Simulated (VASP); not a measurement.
# CsRu (P1) in VASP: notebook

Aim: see how the results for CsRu move with the level of theory and the settings. Levels: PBE, LDA. Tasks: single point.

Everything below comes from runs of VASP 6.6.1. Logs are shortened: lines on timing, memory, paths and dates and some standing lists are left out, and cuts for length are marked.

**1. The cell of the first run**

The typed cell holds 2 atoms: a = 4.176 Å, b = 4.176 Å, c = 4.524 Å, α = 90.00°, β = 90.00°, γ = 120.00°.

**2. Single point, PBE**

INCAR reads:

```
SYSTEM = CsRu
  PREC = Accurate
  ENCUT = 520
  EDIFF = 1E-7
  ISMEAR = 1
  SIGMA = 0.005
  LREAL = .FALSE.
  LASPH = .TRUE.
  NELM = 80
  ALGO = Normal
  ISIF = 2
  LWAVE = .FALSE.
  LCHARG = .FALSE.
  GGA = PE
  NBANDS = 18
```

KPOINTS reads:

```
regular mesh
0
G
  5 5 4
  0 0 0
```

POSCAR reads:

```
CsRu
1.0
    4.1756000900      0.0000000000      0.0000000000
   -2.0878000500      3.6161757600      0.0000000000
    0.0000000000      0.0000000000      4.5241393300
Cs Ru
1 1
Direct
   -0.0112100000     -0.0023170000      0.0400830000
    0.3354210000      0.6848380000      0.4922730000
```

Potentials or basis: VASP PAW PBE potentials, release 64 (Cs_sv, Ru_pv).

Launch:

```console
$ cat potpaw_PBE.64/Cs_sv/POTCAR potpaw_PBE.64/Ru_pv/POTCAR > POTCAR
$ mpirun -np 1 vasp_std > vasp.out
```

OUTCAR:

```text
SYSTEM = CsRu
   PREC = Accurate
   ENCUT = 520
   EDIFF = 1E-7
   ISMEAR = 1
   LREAL = .FALSE.
   LASPH = .TRUE.
   NELM = 80
   ISIF = 2
   GGA = PE

 ion  position               nearest neighbor table
   1  0.989  0.998  0.040-   2 3.13   2 3.14   2 3.22
   2  0.335  0.685  0.492-   1 3.13   1 3.14   1 3.22

  LATTYP: Found a hexagonal cell.
 ALAT       =     4.1756000900
 C/A-ratio  =     1.0834704551

  Lattice vectors:

 A1 = (   4.1756000900,   0.0000000000,   0.0000000000)
 A2 = (  -2.0878000500,   3.6161757600,   0.0000000000)
 A3 = (   0.0000000000,   0.0000000000,   4.5241393300)

Analysis of symmetry for initial positions (statically):
=====================================================================
 Subroutine PRICEL returns:
 Original cell was already a primitive cell.

 Routine SETGRP: Setting up the symmetry group for a
 hexagonal supercell.

 Subroutine GETGRP returns: Found  1 space group operations
 (whereof  1 operations were pure point group operations)
 out of a pool of 24 trial point group operations.

The static configuration has the point symmetry C_1 .

Analysis of symmetry for dynamics (positions and initial velocities):
=====================================================================
 Subroutine PRICEL returns:
 Original cell was already a primitive cell.

 Routine SETGRP: Setting up the symmetry group for a
 hexagonal supercell.

 Subroutine GETGRP returns: Found  1 space group operations
 (whereof  1 operations were pure point group operations)
 out of a pool of 24 trial point group operations.

The dynamic configuration has the point symmetry C_1 .

 Subroutine INISYM returns: Found  1 space group operations
 (whereof  1 operations are pure point group operations),
 and found     1 'primitive' translations

----------------------------------------------------------------------------------------

                                     Primitive cell

  volume of cell :      68.3132

  direct lattice vectors                    reciprocal lattice vectors
     4.175600090  0.000000000  0.000000000     0.239486536  0.138267616  0.000000000
    -2.087800050  3.616175760  0.000000000     0.000000000  0.276535231  0.000000000
     0.000000000  0.000000000  4.524139330     0.000000000  0.000000000  0.221036517

  length of vectors
     4.175600090  4.175600098  4.524139330     0.276535232  0.276535231  0.221036517

  position of ions in fractional coordinates (direct lattice)
[... 78 lines left out ...]
   NELM   =     80;   NELMIN=  2; NELMDL= -5     # of ELM steps
   EDIFF  = 0.1E-06   stopping-criterion for ELM
   LREAL  =      F    real-space projection
   EDIFFG = 0.1E-05   stopping-criterion for IOM
   NSW    =      0    number of steps for IOM
   IBRION =     -1    ionic relax: 0-MD 1-quasi-New 2-CG
   NFREE  =      0    steps in history (QN), initial steepest desc. (CG)
   ISIF   =      2    stress and relaxation
   ISYM   =      2    0-nonsym 1-usesym 2-fastsym
   POTIM  = 0.5000    time-step for ionic-motion
   TEBEG  =    0.0;   TEEND  =   0.0 temperature during run
   PSTRESS=    0.0 pullay stress
   NELECT =      23.0000    total number of electrons
   NUPDOWN=      -1.0000    fix difference up-down
   EMIN   =  10.00;   EMAX   =-10.00  energy-range for DOS
   EFERMI =   0.00;   METHOD = LEGACY
   ISMEAR =     1;   SIGMA  =   0.01  broadening in eV -4-tet -1-fermi 0-gaus
   EFERMI_NEDOS =   21; number of points for ismear=-14 and -15
   IALGO  =     38    algorithm
   IMIX   =      4    mixing-type and parameters
     AMIX     =   0.40;   BMIX     =  1.00
     AMIX_MAG =   1.60;   BMIX_MAG =  1.00
  volume/ion in A,a.u.               =      34.16       230.50
  Fermi-wavevector in a.u.,A,eV,Ry     =   1.138892  2.152194 17.647785  1.297076
  Thomas-Fermi vector in A             =   2.275596
   LORBIT       =      0    0 simple, 1 ext, 2 COOP (PROOUT), +10 PAW based schemes
   GGA     = PE    functional components
   LHFCALC =     F    Hartree Fock is set to
   AEXX    =    0.0000 exact exchange contribution
   IVDW    =     0    specifies the selected vdW correction
   LEPSILON=     F    determine dielectric tensor
   LRPA    =     F    only Hartree local field effects (RPA)
 non-spin polarized calculation
 Methfessel and Paxton  Order N= 1 SIGMA  =   0.01
  energy-cutoff  :      520.00
  volume of cell :       68.31
 maximum number of plane-waves:      1871
   NGX = 15   NGY = 15   NGZ = 17

 number of electron      23.0000001 magnetization

 Free energy of the ion-electron system (eV)
  ---------------------------------------------------
  ext. energy  EPLUGINS =         0.00000000
  ---------------------------------------------------
  free energy    TOTEN  =        -5.06204495 eV

  energy without entropy =       -5.06194997  energy(sigma->0) =       -5.06201329

 E-fermi :   3.2287     XC(G=0):  -9.2186

 val. band max:        3.2266848451   @ k =  -0.4000   0.4000   0.2500
 cond. band min:       3.2287389646   @ k =  -0.4000   0.2000   0.2500
 fundamental gap:      0.0020541195
 Fermi energy:         3.2287136405

 k-point     1 :       0.0000    0.0000    0.0000
  band No.  band energies     occupation
      1     -37.9321      2.00000
      2     -37.9286      2.00000
      3     -37.7341      2.00000
      4     -18.6653      2.00000
      5      -5.4361      2.00000
      6      -5.0568      2.00000
[... 481 lines left out ...]
      5      -6.1205      2.00000
      6      -5.5716      2.00000
[... 10 lines left out ...]
     17       8.4969      0.00000
     18      11.4126      0.00000

 [... further k-points ...]

------------------------ aborting loop because EDIFF is reached ----------------------------------------

  FORCE on cell =-STRESS in cart. coord.  units (eV):
  Direction    XX          YY          ZZ          XY          YZ          ZX
  --------------------------------------------------------------------------------------
  -------------------------------------------------------------------------------------
  Total       -2.0813380     -2.1493048     -0.2132407      0.0011674      0.0156362      0.0062956
  in kB      -48.8144948    -50.4085488     -5.0012240      0.0273787      0.3667234      0.1476545
  external PRESSURE =     -34.7414226 kB  Pullay stress =       0.0000000 kB

 VOLUME and BASIS-vectors are now :
 -----------------------------------------------------------------------------
  energy-cutoff  :      520.00
  volume of cell :       68.31
      direct lattice vectors                 reciprocal lattice vectors
     4.175600090  0.000000000  0.000000000     0.239486536  0.138267616  0.000000000
    -2.087800050  3.616175760  0.000000000     0.000000000  0.276535231  0.000000000
     0.000000000  0.000000000  4.524139330     0.000000000  0.000000000  0.221036517

 POSITION                                       TOTAL-FORCE (eV/Angst)
 -----------------------------------------------------------------------------------
      2.04583      3.60780      0.18134        -0.005108     -0.040157     -0.192263
     -0.02922      2.47649      2.22711         0.005108      0.040157      0.192263
 -----------------------------------------------------------------------------------
    total drift:                               -0.000009      0.000023      0.000049

  FREE ENERGIE OF THE ION-ELECTRON SYSTEM (eV)
  ---------------------------------------------------
  free  energy   TOTEN  =        -5.0620449455 eV

  energy  without entropy=       -5.0619499730  energy(sigma->0) =       -5.06201329
```

OSZICAR:

```text
N       E                     dE             d eps       ncg     rms          rms(c)
DAV:   1     0.166797791415E+03    0.16680E+03   -0.12503E+04  1900   0.115E+03
DAV:   2     0.232127302477E+01   -0.16448E+03   -0.16027E+03  2128   0.286E+02
DAV:   3    -0.526022296805E+01   -0.75815E+01   -0.74774E+01  2092   0.563E+01
DAV:   4    -0.534274835251E+01   -0.82525E-01   -0.82458E-01  2158   0.601E+00
DAV:   5    -0.534381599213E+01   -0.10676E-02   -0.10676E-02  2290   0.663E-01    0.319E+00
DAV:   6    -0.519769267071E+01    0.14612E+00   -0.27159E+00  2022   0.692E+00    0.325E+00
DAV:   7    -0.508578196465E+01    0.11191E+00   -0.93908E-01  1954   0.489E+00    0.126E+00
DAV:   8    -0.506757195191E+01    0.18210E-01   -0.72338E-02  2034   0.939E-01    0.776E-01
DAV:   9    -0.506234395295E+01    0.52280E-02   -0.28119E-02  1956   0.881E-01    0.363E-01
DAV:  10    -0.506203097491E+01    0.31298E-03   -0.45340E-03  2010   0.259E-01    0.205E-01
DAV:  11    -0.506210946071E+01   -0.78486E-04   -0.76012E-04  2006   0.111E-01    0.176E-01
DAV:  12    -0.506201422087E+01    0.95240E-04   -0.35604E-04  1932   0.694E-02    0.528E-02
DAV:  13    -0.506204896704E+01   -0.34746E-04   -0.13043E-04  1922   0.480E-02    0.530E-02
DAV:  14    -0.506204751225E+01    0.14548E-05   -0.44455E-05  2022   0.260E-02    0.254E-02
DAV:  15    -0.506204564269E+01    0.18696E-05   -0.77512E-06  1964   0.112E-02    0.123E-02
DAV:  16    -0.506204502827E+01    0.61442E-06   -0.16692E-06  2016   0.536E-03    0.299E-03
DAV:  17    -0.506204494547E+01    0.82805E-07   -0.52961E-07  1868   0.314E-03
   1 F= -.50620449E+01 E0= -.50620133E+01  d E =-.949725E-04
```

stdout:

```text
POSCAR found type information on POSCAR CsRu
 POSCAR found :  2 types and       2 ions
 scaLAPACK will be used
 LDA part: xc-table for (Slater+PW92), standard interpolation
 POSCAR, INCAR and KPOINTS ok, starting setup
 FFT: planning ... GRIDC
 FFT: planning ... GRID_SOFT
 FFT: planning ... GRID
 WAVECAR not read
 entering main loop
```

Run time: 43 s. Hardware: 1 thread of Intel Xeon Platinum 8259CL at 2.50GHz (Skylake/Cascade Lake), shared host; peak memory 0.22 GiB.

Results:

```
Free energy            : -5.0620 eV
Pressure               : -3.5 GPa
Largest force          : 0.196 eV/Å
Band gap on the k mesh : zero (an odd number of electrons rules out a gap without spin polarisation)
```

Forces on the atoms (eV/Å):
```
Cs  -0.005 -0.040 -0.192
Ru   0.005  0.040  0.192
```

Levels at points of the mesh, in eV from the Fermi level:
```tsv
k point	band 7	band 8	band 9	band 10	band 11	band 12	band 13	band 14	band 15	band 16
(0.00, 0.00, 0.00)	-8.27	-2.20	-1.16	-0.42	-0.39	-0.34	-0.26	3.72	4.37	4.46
(0.00, 0.00, 0.50)	-8.22	-0.72	-0.70	-0.62	-0.41	-0.34	0.79	1.09	5.89	5.99
```

Caveat: the cell stands under tension; spin-orbit coupling is left out, which moves the levels of the heavy elements.

**3. Single point, LDA**

INCAR reads:

```
PREC = Accurate
ENCUT = 520
EDIFF = 1E-6
ISMEAR = 1
SIGMA = 0.1
LREAL = F
LASPH = T
NELM = 80
ALGO = Fast
ISIF = 2
LWAVE = F
LCHARG = F
GGA = CA
NBANDS = 18
```

KPOINTS reads:

```
Automatic mesh
0
Gamma
  7 7 5
```

POSCAR is that of step 2.

Potentials or basis: VASP PAW LDA potentials, release 64 (Cs_sv, Ru_pv).

Launch:

```console
$ cat potpaw_LDA.64/Cs_sv/POTCAR potpaw_LDA.64/Ru_pv/POTCAR > POTCAR
$ mpirun -np 1 vasp_std > vasp.out
```

Wall time 86 s (1 thread of Intel Xeon Platinum 8259CL at 2.50GHz (Skylake/Cascade Lake), shared host); peak memory 0.27 GiB.

The run converged. Its results:

* Free energy: -6.3827 eV
* Pressure: -7.2 GPa
* Largest force: 0.110 eV/Å
* Band gap on the k mesh: zero (an odd number of electrons rules out a gap without spin polarisation)

Forces in eV/Å, atoms in the order of the input:
```
Cs  -0.009 -0.051 -0.097
Ru   0.009  0.051  0.097
```

Stress tensor (GPa, compression positive):
```
-8.31 -0.01  0.01
-0.01 -8.19  0.04
 0.01  0.04 -4.95
```

Levels at points of the mesh, in eV from the Fermi level:
| k point | band 8 | band 9 | band 10 | band 11 | band 12 | band 13 | band 14 | band 15 |
| --- | --- | --- | --- | --- | --- | --- | --- | --- |
| (0.00, 0.00, 0.00) | -2.21 | -1.16 | -0.38 | -0.35 | -0.32 | -0.24 | 3.72 | 4.38 |

Caveat: the cell stands under tension; spin-orbit coupling is left out, which moves the levels of the heavy elements.

**4. Single point, LDA**

INCAR reads:

```
ALGO = Fast ; EDIFF = 1E-7
ENCUT = 520 ; ISIF = 2
ISMEAR = 1 ; LASPH = True
LCHARG = False ; LREAL = False
LWAVE = False ; NBANDS = 18
NELM = 80 ; PREC = Accurate
SIGMA = 0.1
```

KPOINTS reads:

```
k-points
0
Gamma
  8 8 7
```

POSCAR is that of step 3.

Launch:

```console
$ cat potpaw_LDA.64/Cs_sv/POTCAR potpaw_LDA.64/Ru_pv/POTCAR > POTCAR
$ mpirun -np 1 vasp_std > vasp.out
```

Wall time 2.8 min (1 thread of Intel Xeon Platinum 8259CL at 2.50GHz (Skylake/Cascade Lake), shared host); peak memory 0.38 GiB.

The run converged. Its results:

| Property | Result |
| --- | --- |
| Free energy | -6.3795 eV |
| Pressure | -7.1 GPa |
| Largest force | 0.112 eV/Å |
| Band gap on the k mesh | zero (an odd number of electrons rules out a gap without spin polarisation) |

Forces on the atoms (eV/Å):
```
Cs  -0.008 -0.048 -0.101
Ru   0.008  0.048  0.101
```

Stress tensor (GPa, compression positive):
```
-8.21 -0.01  0.01
-0.01 -8.13  0.06
 0.01  0.06 -4.86
```

Levels at points of the mesh, in eV from the Fermi level:
| k point | band 9 | band 10 | band 11 | band 12 | band 13 | band 14 |
| --- | --- | --- | --- | --- | --- | --- |
| (0.00, 0.00, 0.00) | -1.16 | -0.39 | -0.35 | -0.32 | -0.24 | 3.72 |
| (0.50, 0.00, 0.00) | -0.43 | -0.39 | -0.18 | 0.07 | 0.81 | 2.11 |
| (0.00, 0.50, 0.00) | -0.49 | -0.46 | -0.23 | 0.09 | 0.81 | 2.13 |
| (0.50, 0.50, 0.00) | -0.45 | -0.40 | -0.19 | 0.08 | 0.81 | 2.12 |

Caveat: the cell stands under tension; spin-orbit coupling is left out, which moves the levels of the heavy elements.

**5. Single point, LDA**

INCAR reads:

```
SYSTEM = CsRu
  PREC = Accurate
  ENCUT = 520
  EDIFF = 1E-7
  ISMEAR = 1
  SIGMA = 0.1
  LREAL = .False.
  LASPH = .True.
  NELM = 80
  ALGO = Fast
  ISIF = 2
  LWAVE = .False.
  LCHARG = .False.
  GGA = CA
  NBANDS = 18
```

KPOINTS reads:

```
regular mesh
0
Gamma
  10 10 8
  0 0 0
```

POSCAR is that of step 4.

Launch:

```console
$ cat potpaw_LDA.64/Cs_sv/POTCAR potpaw_LDA.64/Ru_pv/POTCAR > POTCAR
$ mpirun -np 1 vasp_std > vasp.out
```

Wall time 5.5 min (1 thread of Intel Xeon Platinum 8259CL at 2.50GHz (Skylake/Cascade Lake), shared host); peak memory 0.56 GiB.

Results (log left out):

- Free energy: -6.3787 eV
- Pressure: -7.1 GPa
- Largest force: 0.108 eV/Å
- Band gap on the k mesh: zero (an odd number of electrons rules out a gap without spin polarisation)

Forces on the atoms (eV/Å):
```
Cs  -0.008 -0.051 -0.095
Ru   0.008  0.051  0.095
```

Stress tensor (GPa, compression positive):
```
-8.24 -0.01  0.01
-0.01 -8.16  0.06
 0.01  0.06 -4.88
```

Levels at points of the mesh, in eV from the Fermi level:
| k point | band 7 | band 8 | band 9 | band 10 | band 11 | band 12 | band 13 | band 14 | band 15 | band 16 |
| --- | --- | --- | --- | --- | --- | --- | --- | --- | --- | --- |
| (0.00, 0.00, 0.00) | -8.11 | -2.20 | -1.16 | -0.38 | -0.35 | -0.32 | -0.24 | 3.72 | 4.38 | 4.47 |
| (0.50, 0.00, 0.00) | -8.36 | -1.26 | -0.44 | -0.39 | -0.18 | 0.07 | 0.81 | 2.11 | 3.80 | 4.65 |
| (0.00, 0.50, 0.00) | -8.38 | -1.29 | -0.49 | -0.46 | -0.23 | 0.09 | 0.81 | 2.13 | 3.90 | 4.79 |
| (0.50, 0.50, 0.00) | -8.36 | -1.26 | -0.45 | -0.40 | -0.19 | 0.08 | 0.81 | 2.12 | 3.81 | 4.67 |
| (0.00, 0.00, 0.50) | -8.06 | -0.69 | -0.67 | -0.59 | -0.40 | -0.32 | 0.76 | 1.09 | 5.93 | 6.03 |
| (0.50, 0.00, 0.50) | -8.38 | -1.07 | -0.53 | -0.07 | 0.05 | 0.06 | 0.64 | 2.44 | 3.63 | 4.13 |
| (0.00, 0.50, 0.50) | -8.40 | -1.03 | -0.53 | -0.06 | 0.04 | 0.07 | 0.68 | 2.35 | 3.57 | 4.12 |
| (0.50, 0.50, 0.50) | -8.38 | -1.07 | -0.53 | -0.07 | 0.04 | 0.06 | 0.65 | 2.43 | 3.62 | 4.14 |

Caveat: the cell stands under tension; spin-orbit coupling is left out, which moves the levels of the heavy elements.

**6. Summary**

| level | potentials or basis | k mesh | smearing | gap on the mesh (eV) | pressure (GPa) | largest force (eV/Å) |
| --- | --- | --- | --- | --- | --- | --- |
| PBE | VASP PAW PBE potentials, release 64 (Cs_sv, Ru_pv) | 5 × 5 × 4 | methfessel-paxton 0.005 eV | none | -3.5 | 0.20 |
| LDA | VASP PAW LDA potentials, release 64 (Cs_sv, Ru_pv) | 7 × 7 × 5 | methfessel-paxton 0.1 eV | none | -7.2 | 0.11 |
| LDA | VASP PAW LDA potentials, release 64 (Cs_sv, Ru_pv) | 8 × 8 × 7 | methfessel-paxton 0.1 eV | none | -7.1 | 0.11 |
| LDA | VASP PAW LDA potentials, release 64 (Cs_sv, Ru_pv) | 10 × 10 × 8 | methfessel-paxton 0.1 eV | none | -7.1 | 0.11 |

Alike in all rows: task single point; no spin polarisation; cell as given; cutoff (eV) 520.

Caveats: the cell stands under tension; spin-orbit coupling is left out, which moves the levels of the heavy elements.

Total energies depend on the potentials used, so only differences within one code and one set of settings carry meaning.
